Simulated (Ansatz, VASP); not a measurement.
**One calculation of Cd3C, two programs**

Contents of INCAR:

```
PREC = Accurate ; ENCUT = 600
EDIFF = 1E-7 ; ISMEAR = 0
SIGMA = 0.1 ; LREAL = F
LASPH = T ; NELM = 100
ALGO = Normal ; ISIF = 3
LWAVE = F ; LCHARG = F
GGA = PE ; IBRION = 2
NSW = 90 ; EDIFFG = -0.04
```

File KPOINTS:

```
regular mesh
0
Gamma
  6 4 2
```

Contents of POSCAR:

```
Cd3C
1.0
    3.2702296230      0.0000000000      0.0000000000
    0.0000000000      6.0396537957      0.0000000000
    0.0000000000      0.0000000000      7.7618752527
Cd C
6 2
Direct
    0.0000000000      0.2436006415      0.1758832576
    0.0000000000      0.7563993585      0.1758832576
    0.5000000000      0.7436006415      0.8241167424
    0.5000000000      0.2563993585      0.8241167424
    0.5000000000      0.0000000000      0.4711149563
    0.0000000000      0.5000000000      0.5288850437
    0.0000000000      0.0000000000      0.9150079842
    0.5000000000      0.5000000000      0.0849920158
```

Input for Ansatz:

```yaml
crystal:
  lattice:
    - [3.270229623, 0.0, 0.0]
    - [0.0, 6.0396537957, 0.0]
    - [0.0, 0.0, 7.7618752527]
  atoms:
    - { symbol: Cd, position: [0.0, 0.2436006415, 0.1758832576] }
    - { symbol: Cd, position: [0.0, 0.7563993585, 0.1758832576] }
    - { symbol: Cd, position: [0.5, 0.7436006415, 0.8241167424] }
    - { symbol: Cd, position: [0.5, 0.2563993585, 0.8241167424] }
    - { symbol: Cd, position: [0.5, 0.0, 0.4711149563] }
    - { symbol: Cd, position: [0.0, 0.5, 0.5288850437] }
    - { symbol: C, position: [0.0, 0.0, 0.9150079842] }
    - { symbol: C, position: [0.5, 0.5, 0.0849920158] }
basis:
  ecutwfc: 420
kpoints:
  mp_grid: { grid: [6, 4, 2] }
hamiltonian:
  xc: pbe
scf:
  occupations: { method: gaussian, width: 0.1 }
  lower_state_search: "off"
output:
  forces: true
  stress: true
  eigenvalues: true
relax:
  adjacent_minimum: "off"
  f_tol: 0.04
  max_steps: 70
  cell: { stress_tol: 0.4 }
```

Alike in both runs: task relaxation of cell and atoms; functional PBE; k mesh 6 × 4 × 2; occupations gaussian, width 0.1 eV; no spin polarisation.

```csv
,VASP,Ansatz
version,VASP 6.6.1,Ansatz 0.2.0
potentials or method,"VASP PAW PBE potentials, release 64 (Cd, C), cutoff 600 eV","scalar-relativistic, plane waves, PAW"
valence electrons in the cell,80,128
```

```tsv
	VASP	Ansatz	Ansatz less VASP
gap on the k mesh at the Fermi level, each at its own relaxed structure (eV)	none	none	-
relaxed volume (Å³/atom)	19.31	19.23	-0.088
relaxed cell length with the largest relative difference (Å)	3.358	3.337	-0.0211
```

A gap of «none» marks a metal or a gap that the smearing closes. VASP's potentials hold 80 valence electrons a cell and Ansatz's 128, so a difference there can come from the potentials and not from the codes.

The k mesh is coarse, so the values compare programs but aren't converged.
